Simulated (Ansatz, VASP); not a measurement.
Al2O in VASP and in Ansatz

INCAR

```
SYSTEM = Al2O
  ALGO = Normal
  EDIFF = 1E-6
  ENCUT = 520
  GGA = PE
  ISIF = 2
  ISMEAR = 0
  ISPIN = 2
  LASPH = .TRUE.
  LCHARG = .FALSE.
  LORBIT = 11
  LREAL = .FALSE.
  LWAVE = .FALSE.
  MAGMOM = 0 0 0 0 1 1
  NBANDS = 25
  NELM = 150
  PREC = Accurate
  SIGMA = 0.1
```

KPOINTS

```
k-points
0
G
  6 6 2
  0 0 0
```

POSCAR

```
Al2O
1.0
    3.4122220129      0.0000000000      0.0000000000
    0.0000000000      3.4122220129      0.0000000000
    0.0000000000      0.0000000000      9.3260798448
Al O
4 2
Direct
    0.0000000000      0.0000000000      0.2500000000
    0.0000000000      0.0000000000      0.7500000000
    0.0000000000      0.5000000000      0.5000000000
    0.5000000000      0.0000000000      0.0000000000
    0.5000000000      0.5000000000      0.0000000000
    0.5000000000      0.5000000000      0.5000000000
```

Input for Ansatz:

```yaml
crystal:
  lattice:
    - [3.4122220129, 0.0, 0.0]
    - [0.0, 3.4122220129, 0.0]
    - [0.0, 0.0, 9.3260798448]
  atoms:
    - { symbol: Al, position: [0.0, 0.0, 0.25] }
    - { symbol: Al, position: [0.0, 0.0, 0.75] }
    - { symbol: Al, position: [0.0, 0.5, 0.5] }
    - { symbol: Al, position: [0.5, 0.0, 0.0] }
    - { symbol: O, position: [0.5, 0.5, 0.0], spin: 1.0 }
    - { symbol: O, position: [0.5, 0.5, 0.5], spin: 1.0 }
basis:
  ecutwfc: 420
kpoints:
  mp_grid: { grid: [6, 6, 2] }
hamiltonian:
  xc: pbe
scf:
  occupations: { method: gaussian, width: 0.1 }
  lower_state_search: "off"
output:
  forces: true
  stress: true
  eigenvalues: true
  populations: true
magnetization:
  spin_polarized: true
```

Alike in both runs: task single point; functional PBE; k mesh 6 × 6 × 2; occupations gaussian, width 0.1 eV; collinear spin.

|  | VASP | Ansatz |
| --- | --- | --- |
| version | VASP 6.6.1 | Ansatz 0.2.0 |
| potentials or method | VASP PAW PBE potentials, release 64 (Al, O), cutoff 520 eV | scalar-relativistic, plane waves, PAW |
| valence electrons in the cell | 24 | 24 |

Ansatz gave:

```
gap on the k mesh at the Fermi level (eV)                     : none
pressure (GPa)                                                : 0.1
traceless stress, the component that is largest in VASP (GPa) : -0.20
net moment per atom (μB)                                      : 0.00
```

Question: Estimate VASP's values.

Answer: gap on the k mesh at the Fermi level (eV): none; pressure (GPa): 0.2; traceless stress, the component that is largest in VASP (GPa): -0.37; net moment per atom (μB): 0.00.

A gap of «none» marks a metal or a gap that the smearing closes. The functional is the same, so the differences come from potentials, cutoffs and numerics. Ansatz's warnings: seeded moment not kept.
